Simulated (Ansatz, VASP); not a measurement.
**KCl: VASP beside Ansatz**

File INCAR:

```
SYSTEM = KCl
PREC = Accurate
ENCUT = 520
EDIFF = 1E-6
ISMEAR = -1
SIGMA = 0.02
LREAL = .FALSE.
LASPH = .TRUE.
NELM = 80
ALGO = Normal
ISIF = 2
LWAVE = .FALSE.
LCHARG = .FALSE.
GGA = PE
NBANDS = 15
```

The input KPOINTS:

```
Automatic mesh
0
G
  8 8 8
  0 0 0
```

POSCAR

```
KCl
1.0
    0.0000000000      3.1448483123      3.1448483123
    3.1448483123      0.0000000000      3.1448483123
    3.1448483123      3.1448483123      0.0000000000
K Cl
1 1
Direct
    0.0000000000      0.0000000000      0.0000000000
    0.5000000000      0.5000000000      0.5000000000
```

Input for Ansatz:

```yaml
crystal:
  lattice:
    - [0.0, 3.1448483123, 3.1448483123]
    - [3.1448483123, 0.0, 3.1448483123]
    - [3.1448483123, 3.1448483123, 0.0]
  atoms:
    - { symbol: K, position: [0.0, 0.0, 0.0] }
    - { symbol: Cl, position: [0.5, 0.5, 0.5] }
kpoints:
  mp_grid: { grid: [8, 8, 8] }
  band_path:
    path:
      - [0.0, 0.0, 0.0]
      - [0.5, 0.0, 0.5]
      - [0.625, 0.25, 0.625]
      - [0.375, 0.375, 0.75]
      - [0.5, 0.5, 0.5]
      - [0.5, 0.25, 0.75]
    npoints: 1
hamiltonian:
  xc: pbe
scf:
  occupations: { method: fermi_dirac, width: 0.02 }
  n_extra_bands: 4
output:
  forces: true
  stress: true
  eigenvalues: true
```

Alike in both runs: task single point; functional PBE; k mesh 8 × 8 × 8; occupations fermi-dirac, width 0.02 eV; no spin polarisation.

|  | VASP | Ansatz |
| --- | --- | --- |
| version | VASP 6.6.1 | Ansatz 0.2.0 |
| potentials or method | VASP PAW PBE potentials, release 64 (K_sv, Cl) | plane waves, PAW |
| plane-wave cutoff (eV) | 520 | 420 |
| valence electrons in the cell | 16 | 16 |

|  | VASP | Ansatz | Ansatz less VASP |
| --- | --- | --- | --- |
| gap on the k mesh at the Fermi level (eV) | 5.19 | 5.19 | +0.002 |
| pressure (GPa) | 0.8 | 0.8 | -0.03 |
